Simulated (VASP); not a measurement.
Al, 2 atoms in the cell. The cell holds a wire or tube with vacuum around it, 2 atoms: a = 10.100 Å, b = 9.300 Å, c = 4.740 Å, α = 90.00°, β = 90.00°, γ = 90.00°. 

* Program: VASP 6.6.1
* Task: single point
* Functional: r2SCAN
* Potentials or basis: VASP PAW PBE potentials, release 64 (Al)
* Cutoff: 520 eV
* k mesh: 1 × 1 × 14
* Occupations: gaussian, width 0.05 eV
* Spin: collinear spin
* Starting moments: [0.5, 0.5] μB
* Dipole correction: no
* Further INCAR settings: ALGO = Normal; EDIFF = 1e-06; NBANDS = 14

Potentials or basis: VASP PAW PBE potentials, release 64 (Al).

Run with:

```console
$ cat potpaw_PBE.64/Al/POTCAR > POTCAR
$ cp INCAR.step1 INCAR
$ mpirun -np 1 vasp_std > vasp.out
$ cp INCAR.step2 INCAR
$ mpirun -np 1 vasp_std > vasp.out
```

Hardware: 1 thread of Intel Xeon 8259CL (shared host).

Estimate the wall time of this run.

It took 14 min on 1 thread of Intel Xeon 8259CL, with other jobs on the host, peak memory 0.75 GiB. Counts: k points 8.
